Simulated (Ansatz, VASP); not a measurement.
## GaAs: VASP beside Ansatz

```
Ga As
1.0
     0.00000    2.65210    2.65210
     2.65210    0.00000    2.65210
     2.65210    2.65210    0.00000
Ga As
1 1
Direct
  0.00000 0.00000 0.00000
  0.50000 0.50000 0.50000
```

Alike in both runs: functional PBEsol; k mesh 13 × 13 × 13; occupations fermi-dirac, width 0.08 eV; no spin polarisation.

Ansatz relaxed the structure, and its values are those at the end. VASP's run is a single point on that final structure, the one shown.

```csv
,VASP,Ansatz
version,VASP 6.6.1,Ansatz 0.2.0
potentials or method,"VASP PAW PBE potentials, release 64 (Ga_d, As)","PAW with Ansatz's default frozen-core files, scalar-relativistic"
plane-wave cutoff (eV),520,420
valence electrons in the cell,18,28
```

```tsv
	VASP	Ansatz	Ansatz less VASP
pressure (GPa)	0.2	0.0	-0.24
```

VASP's potentials were made for PBE, not for PBEsol. VASP's potentials hold 18 valence electrons a cell and Ansatz's 28, so a difference there can come from the potentials and not from the codes.
